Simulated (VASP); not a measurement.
# C (Fmmm) in VASP: a series of runs

C is run at these levels: PBE+D3(BJ); tasks: single point.

Everything below comes from runs of VASP 6.6.1. Logs are shortened: lines on timing, memory, paths and dates and some standing lists are left out, and cuts for length are marked.

## (1) The cell of the first run

It takes space group Fmmm (No. 69, orthorhombic). The conventional cell has a = 2.514 Å, b = 4.352 Å, c = 6.929 Å, α = 90.00°, β = 90.00°, γ = 90.00°. Within 1.8 Å of C (site symmetry m2m) lie 3 C at 1.33 to 1.76 Å.

## (2) Single point, PBE+D3(BJ) (atoms shifted along a free coordinate)

File INCAR:

```
ALGO     = Normal         # electronic algorithm
EDIFF    = 1E-6           # SCF threshold, eV
ENCUT    = 520            # plane-wave cutoff, eV
GGA      = PE             # functional
ISIF     = 2              # what is computed and relaxed
ISMEAR   = 0              # smearing method
IVDW     = 12             # dispersion correction
LASPH    = True           # aspherical terms in the spheres
LCHARG   = False          # write CHGCAR
LREAL    = False          # projectors in reciprocal space
LWAVE    = False          # write WAVECAR
NBANDS   = 11             # bands
NELM     = 80             # most SCF steps
PREC     = Accurate       # precision mode
SIGMA    = 0.03           # smearing width, eV
```

File KPOINTS:

```
k-points
0
Gamma
  16 16 16
```

File POSCAR:

```
C
1.0
    0.0000000000      2.1759733913      3.4645497982
    1.2569692796      0.0000000000      3.4645497982
    1.2569692796      2.1759733913      0.0000000000
C
2
Direct
    0.2018401999      0.7981598001      0.2018401999
    0.7981598001      0.2018401999      0.7981598001
```

Potentials or basis: VASP PAW PBE potentials, release 64 (C).

Launch:

```bash
$ cat potpaw_PBE.64/C/POTCAR > POTCAR
$ mpirun -np 1 vasp_std > vasp.out
```

OUTCAR:

```text
EDIFF = 1E-6
   ENCUT = 520
   GGA = PE
   ISIF = 2
   ISMEAR = 0
   IVDW = 12
   LASPH = True
   LREAL = False
   NELM = 80
   PREC = Accurate
 IVDW          = 12

 ion  position               nearest neighbor table
   1  0.202  0.798  0.202-   2 1.33   2 1.33   2 1.76
   2  0.798  0.202  0.798-   1 1.33   1 1.33   1 1.76

  LATTYP: Found a face centered orthorhombic cell.
 ALAT       =     2.5139385592
 B/A-ratio  =     1.7311269469
 C/A-ratio  =     2.7562724519

  Lattice vectors:

 A1 = (   0.0000000000,   2.1759733913,   3.4645497982)
 A2 = (   1.2569692796,   0.0000000000,   3.4645497982)
 A3 = (   1.2569692796,   2.1759733913,   0.0000000000)

Analysis of symmetry for initial positions (statically):
=====================================================================
 Subroutine PRICEL returns:
 Original cell was already a primitive cell.

 Routine SETGRP: Setting up the symmetry group for a
 face centered orthorhombic supercell.

 Subroutine GETGRP returns: Found  8 space group operations
 (whereof  8 operations were pure point group operations)
 out of a pool of  8 trial point group operations.

The static configuration has the point symmetry D_2h.

Analysis of symmetry for dynamics (positions and initial velocities):
=====================================================================
 Subroutine PRICEL returns:
 Original cell was already a primitive cell.

 Routine SETGRP: Setting up the symmetry group for a
 face centered orthorhombic supercell.

 Subroutine GETGRP returns: Found  8 space group operations
 (whereof  8 operations were pure point group operations)
 out of a pool of  8 trial point group operations.

The dynamic configuration has the point symmetry D_2h.

 Subroutine INISYM returns: Found  8 space group operations
 (whereof  8 operations are pure point group operations),
 and found     1 'primitive' translations

----------------------------------------------------------------------------------------

                                     Primitive cell

  volume of cell :      18.9520

  direct lattice vectors                    reciprocal lattice vectors
     0.000000000  2.175973391  3.464549798    -0.397782196  0.229782222  0.144318895
     1.256969280  0.000000000  3.464549798     0.397782196 -0.229782222  0.144318895
     1.256969280  2.175973391  0.000000000     0.397782196  0.229782222 -0.144318895

  length of vectors
     4.091205874  3.685522632  2.512932942     0.481516862  0.481516862  0.481516862

  position of ions in fractional coordinates (direct lattice)
     0.201840200  0.798159800  0.201840200
     0.798159800  0.201840200  0.798159800

  ion indices of the primitive-cell ions
   primitive index   ion index
                 1           1
                 2           2

----------------------------------------------------------------------------------------

 KPOINTS: k-points

Automatic generation of k-mesh.
 Grid dimensions read from file:
 generate k-points for:   16   16   16

 Generating k-lattice:

  Cartesian coordinates                     Fractional coordinates (reciprocal lattice)
    -0.024861387  0.014361389  0.009019931     0.062500000  0.000000000  0.000000000
     0.024861387 -0.014361389  0.009019931     0.000000000  0.062500000  0.000000000
     0.024861387  0.014361389 -0.009019931    -0.000000000 -0.000000000  0.062500000

  Length of vectors
     0.030094804  0.030094804  0.030094804

  Shift w.r.t. Gamma in fractional coordinates (k-lattice)
     0.000000000  0.000000000  0.000000000

 Subroutine IBZKPT returns following result:
 ===========================================

 Found    621 irreducible k-points:

 Following reciprocal coordinates:
            Coordinates               Weight
  0.000000  0.000000  0.000000      1.000000
  0.062500  0.000000 -0.000000      8.000000
  0.125000  0.000000 -0.000000      8.000000
  0.187500 -0.000000 -0.000000      8.000000
  0.250000  0.000000 -0.000000      8.000000
  0.312500  0.000000 -0.000000      8.000000
[... 16 lines left out ...]
 -0.125000  0.062500  0.000000      8.000000
 -0.062500  0.062500  0.000000      4.000000
 [... further k-points ...]
   k-points           NKPTS =    621   k-points in BZ     NKDIM =    621   number of bands    NBANDS=     11
   number of dos      NEDOS =    301   number of ions     NIONS =      2
   total plane-waves  NPLWV =  16800
   dimension x,y,z NGX =    30 NGY =   28 NGZ =   20
   dimension x,y,z NGXF=    60 NGYF=   56 NGZF=   40
   ions per type =               2
   NGX,Y,Z   is equivalent  to a cutoff of  12.19, 12.63, 13.23 a.u.
   NGXF,Y,Z  is equivalent  to a cutoff of  24.38, 25.26, 26.46 a.u.
 SYSTEM =  unknown system
   PREC   = accura    normal or accurate (medium, high low for compatibility)
   ISTART =      0    job   : 0-new  1-cont  2-samecut
   ICHARG =      2    charge: 1-file 2-atom 10-const
   ISPIN  =      1    spin polarized calculation?
   LNONCOLLINEAR =      F non collinear calculations
   LSORBIT =      F    spin-orbit coupling
   LASPH  =      T    aspherical Exc in radial PAW
   ENCUT  =  520.0 eV  38.22 Ry    6.18 a.u.   7.61  6.85  4.67*2*pi/ulx,y,z
   NELM   =     80;   NELMIN=  2; NELMDL= -5     # of ELM steps
   EDIFF  = 0.1E-05   stopping-criterion for ELM
   LREAL  =      F    real-space projection
   EDIFFG = 0.1E-04   stopping-criterion for IOM
   NSW    =      0    number of steps for IOM
   IBRION =     -1    ionic relax: 0-MD 1-quasi-New 2-CG
   NFREE  =      0    steps in history (QN), initial steepest desc. (CG)
   ISIF   =      2    stress and relaxation
   ISYM   =      2    0-nonsym 1-usesym 2-fastsym
   POTIM  = 0.5000    time-step for ionic-motion
   TEBEG  =    0.0;   TEEND  =   0.0 temperature during run
   PSTRESS=    0.0 pullay stress
   NELECT =       8.0000    total number of electrons
   NUPDOWN=      -1.0000    fix difference up-down
   EMIN   =  10.00;   EMAX   =-10.00  energy-range for DOS
   EFERMI =   0.00;   METHOD = LEGACY
   ISMEAR =     0;   SIGMA  =   0.03  broadening in eV -4-tet -1-fermi 0-gaus
   EFERMI_NEDOS =   21; number of points for ismear=-14 and -15
   IALGO  =     38    algorithm
   IMIX   =      4    mixing-type and parameters
     AMIX     =   0.40;   BMIX     =  1.00
     AMIX_MAG =   1.60;   BMIX_MAG =  1.00
  volume/ion in A,a.u.               =       9.48        63.95
  Fermi-wavevector in a.u.,A,eV,Ry     =   1.228061  2.320698 20.519394  1.508133
  Thomas-Fermi vector in A             =   2.363000
   LORBIT       =      0    0 simple, 1 ext, 2 COOP (PROOUT), +10 PAW based schemes
   GGA     = PE    functional components
   LHFCALC =     F    Hartree Fock is set to
   AEXX    =    0.0000 exact exchange contribution
   IVDW    =    12    specifies the selected vdW correction
   LEPSILON=     F    determine dielectric tensor
   LRPA    =     F    only Hartree local field effects (RPA)
 non-spin polarized calculation
 Gauss-broadening in eV      SIGMA  =   0.03
  energy-cutoff  :      520.00
  volume of cell :       18.95
 maximum number of plane-waves:       527
   NGX = 15   NGY = 13   NGZ =  9

 number of electron       8.0000000 magnetization

 Free energy of the ion-electron system (eV)
  ---------------------------------------------------
  ext. energy  EPLUGINS =         0.00000000
  ---------------------------------------------------
  free energy    TOTEN  =       -16.84348710 eV

  energy without entropy =      -16.84327596  energy(sigma->0) =      -16.84338153

 E-fermi :   4.3006     XC(G=0):  -9.9590

 val. band max:        4.2979191555   @ k =  -0.1875   0.1875   0.1875
 cond. band min:       4.3046985104   @ k =  -0.2500   0.1875   0.0625
 fundamental gap:      0.0067793549
 Fermi energy:         4.3006080610

 k-point     1 :       0.0000    0.0000    0.0000
  band No.  band energies     occupation
      1     -15.3006      2.00000
      2      -2.9849      2.00000
      3      -2.5337      2.00000
      4       5.8222      0.00000
      5       6.7255      0.00000
      6       8.4316      0.00000
      7      15.1066      0.00000
      8      15.5454      0.00000
      9      17.8586      0.00000
     10      24.6017      0.00000
     11      27.6560      0.00000

 k-point     2 :       0.0625    0.0000   -0.0000
  band No.  band energies     occupation
      1     -15.2130      2.00000
      2      -3.1588      2.00000
      3      -2.4473      2.00000
      4       5.1119      0.00000
      5       7.2335      0.00000
      6       8.5916      0.00000
      7      14.7005      0.00000
      8      15.7224      0.00000
      9      17.9989      0.00000
     10      25.0104      0.00000
     11      27.4281      0.00000

 k-point     3 :       0.1250    0.0000   -0.0000
  band No.  band energies     occupation
      1     -14.9513      2.00000
      2      -3.6554      2.00000
      3      -2.1872      2.00000
      4       3.9629      2.00000
      5       7.8455      0.00000
      6       9.0442      0.00000
      7      13.6052      0.00000
      8      16.1788      0.00000
      9      18.5134      0.00000
     10      26.0857      0.00000
     11      26.4917      0.00000
[... 267 lines left out ...]
 k-point    23 :      -0.1250    0.0625    0.0000
  band No.  band energies     occupation
      1     -14.5344      2.00000
      2      -4.4137      2.00000
      3      -1.6103      2.00000
      4       2.7633      2.00000
      5       8.2794      0.00000
      6       9.4543      0.00000
      7      12.0297      0.00000
      8      16.8823      0.00000
      9      19.4793      0.00000
     10      25.0119      0.00000
     11      27.4721      0.00000

 k-point    24 :      -0.0625    0.0625    0.0000
  band No.  band energies     occupation
      1     -14.9596      2.00000
      2      -3.6542      2.00000
      3      -2.1134      2.00000
      4       3.9602      2.00000
      5       7.8305      0.00000
      6       8.8961      0.00000
      7      13.5911      0.00000
      8      16.1892      0.00000
      9      18.5207      0.00000
     10      26.0902      0.00000
     11      26.5634      0.00000

 [... further k-points ...]

------------------------ aborting loop because EDIFF is reached ----------------------------------------

 Edisp (eV)   -0.30244

 E8    (eV) :    -0.0853

  FORCE on cell =-STRESS in cart. coord.  units (eV):
  Direction    XX          YY          ZZ          XY          YZ          ZX
  --------------------------------------------------------------------------------------
  -------------------------------------------------------------------------------------
  Total       2.81716     0.01225    -0.08827     0.00000     0.00000     0.00000
  in kB     238.15925     1.03568    -7.46190     0.00000     0.00000     0.00000
  external pressure =       77.24 kB  Pullay stress =        0.00 kB

 VOLUME and BASIS-vectors are now :
 -----------------------------------------------------------------------------
  energy-cutoff  :      520.00
  volume of cell :       18.95
      direct lattice vectors                 reciprocal lattice vectors
     0.000000000  2.175973391  3.464549798    -0.397782196  0.229782222  0.144318895
     1.256969280  0.000000000  3.464549798     0.397782196 -0.229782222  0.144318895
     1.256969280  2.175973391  0.000000000     0.397782196  0.229782222 -0.144318895

 POSITION                                       TOTAL-FORCE (eV/Angst)
 -----------------------------------------------------------------------------------
      1.25697      0.87840      3.46455         0.000000     -7.087605      0.000000
      1.25697      3.47355      3.46455         0.000000      7.087605      0.000000
 -----------------------------------------------------------------------------------
    total drift:                                0.000000      0.000000      0.000000

  FREE ENERGIE OF THE ION-ELECTRON SYSTEM (eV)
  ---------------------------------------------------
  free  energy   TOTEN  =       -17.1459279284 eV

  energy  without entropy=      -17.1457167840  energy(sigma->0) =      -17.14582236
```

It took 79 s on 1 thread of Intel Xeon Platinum 8488C (Sapphire Rapids), shared host; peak memory 0.23 GiB.

What came out:

```
Free energy                : -17.1459 eV
Pressure                   : 7.7 GPa
Largest force              : 7.088 eV/Å
Band gap on the k mesh     : zero (bands 4 and 5 overlap by 2.00 eV)
Dispersion energy per atom : -0.151 eV
```

Forces in eV/Å, atoms in the order of the input:
```
C    0.000 -7.088  0.000
C    0.000  7.088  0.000
```

Caveat: the cell differs from its parent crystal (atoms shifted along a free coordinate); the stress differs along the axes, from -1 to 24 GPa; forces of over 1 eV/Å act on the atoms, so gaps and moduli don't describe the material at rest.

[end of part 1 of 3]

The gap in the log of VASP goes by the Fermi energy; the results here count the filled bands.